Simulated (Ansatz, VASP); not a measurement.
# Cl: VASP beside Ansatz

Contents of POSCAR:

```
Cl
1.0
    3.1252370394     -2.0072451632      0.0000000000
    3.1252370394      2.0072451632      0.0000000000
    0.0000000000      0.0000000000      8.1465600009
Cl
4
Direct
    0.8756350364      0.1243649636      0.6074783301
    0.1243649636      0.8756350364      0.3925216699
    0.6243649636      0.3756350364      0.1074783301
    0.3756350364      0.6243649636      0.8925216699
```

File INCAR.step1:

```
  ALGO = Normal
  EDIFF = 1E-4
  ENCUT = 520
  GGA = PE
  ISMEAR = 0
  LASPH = True
  LCHARG = False
  LREAL = False
  LWAVE = True
  NBANDS = 22
  NELM = 60
  PREC = Accurate
  SIGMA = 0.01
```

INCAR.step2

```
  ALGO = Normal
  EDIFF = 1E-6
  ENCUT = 520
  ISIF = 2
  ISMEAR = 0
  ISTART = 1
  LASPH = True
  LCHARG = False
  LMIXTAU = True
  LREAL = False
  LWAVE = False
  METAGGA = R2SCAN
  NBANDS = 22
  NELM = 60
  PREC = Accurate
  SIGMA = 0.01
```

File KPOINTS:

```
k-points
0
Gamma
  8 8 4
```

Input for Ansatz:

```yaml
crystal:
  lattice:
    - [3.1252370394, -2.0072451632, 0.0]
    - [3.1252370394, 2.0072451632, 0.0]
    - [0.0, 0.0, 8.1465600009]
  atoms:
    - { symbol: Cl, position: [0.8756350364, 0.1243649636, 0.6074783301] }
    - { symbol: Cl, position: [0.1243649636, 0.8756350364, 0.3925216699] }
    - { symbol: Cl, position: [0.6243649636, 0.3756350364, 0.1074783301] }
    - { symbol: Cl, position: [0.3756350364, 0.6243649636, 0.8925216699] }
kpoints:
  mp_grid: { grid: [8, 8, 4] }
  band_path:
    path:
      - [0.0, 0.0, 0.0]
      - [0.5, 0.5, 0.0]
      - [0.3531276029, 0.6468723971, 0.0]
      - [-0.3531276029, 0.3531276029, 0.0]
      - [0.0, 0.0, 0.5]
      - [-0.3531276029, 0.3531276029, 0.5]
      - [0.3531276029, 0.6468723971, 0.5]
      - [0.5, 0.5, 0.5]
      - [0.0, 0.5, 0.0]
    npoints: 1
hamiltonian:
  xc: r2scan
scf:
  occupations: { method: fixed }
  n_extra_bands: 5
output:
  forces: true
  stress: true
  eigenvalues: true
  write_density: true
  write_potential: true
  elf: true
  volumetric_format: npy
```

Alike in both runs: task single point; functional r2SCAN; k mesh 8 × 8 × 4; no spin polarisation.

|  | VASP | Ansatz |
| --- | --- | --- |
| version | VASP 6.6.1 | Ansatz 0.2.0 |
| potentials or method | VASP PAW PBE potentials, release 64 (Cl) | plane waves, PAW |
| plane-wave cutoff (eV) | 520 | 500 |
| occupations | gaussian, width 0.01 eV | fixed |
| valence electrons in the cell | 28 | 28 |

|  | VASP | Ansatz | Ansatz less VASP |
| --- | --- | --- | --- |
| gap on the k mesh at the Fermi level (eV) | 2.60 | 2.57 | -0.029 |
| pressure (GPa) | 0.3 | 0.8 | +0.49 |
| traceless stress, the component that is largest in VASP (GPa) | -0.64 | -0.16 | +0.482 |
| rms of the force components (eV/Å) | 0.135 | 0.027 | -0.1080 |

VASP's potentials were made for PBE, not for r2SCAN. Atom by atom the forces differ by 0.108 eV/Å (rms over components).
